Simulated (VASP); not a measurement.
A run of VASP 6.6.1 is set up as follows.

Contents of INCAR:

```
ALGO = Normal
EDIFF = 1E-6
ENCUT = 520
GGA = PS
ISIF = 2
ISMEAR = 0
IVDW = 13
LASPH = T
LCHARG = F
LREAL = F
LWAVE = F
NBANDS = 11
NELM = 60
PREC = Accurate
SIGMA = 0.3
```

File KPOINTS:

```
k-points
0
Gamma
  11 11 11
```

File POSCAR:

```
Hf
1.0
    3.1395540000      0.0000000000      0.0000000000
    1.5697770000      2.7189335206      0.0000000000
    1.5697770000      0.9063111735      2.5634351066
Hf
1
Direct
    0.0000000000      0.0000000000      0.0000000000
```

Potentials or basis: VASP PAW PBE potentials, release 64 (Hf_pv).

Launch:

```bash
$ cat potpaw_PBE.64/Hf_pv/POTCAR > POTCAR
$ mpirun -np 1 vasp_std > vasp.out
```

**Question.** Predict the pressure.

**Answer.** -2.7 GPa.

**Question.** Estimate the dispersion energy per atom.

**Answer.** -0.125 eV.

**Question.** Estimate the band gap on the k mesh.

**Answer.** Zero (band 5 reaches 6.14 eV, above the bottom of band 6 at 4.40 eV).

Caveat: the PAW data sets were made with another functional, which shifts forces and pressure a little; spin-orbit coupling is left out, which moves the levels of the heavy elements; pairwise dispersion overbinds metals, which lowers pressure and volume.
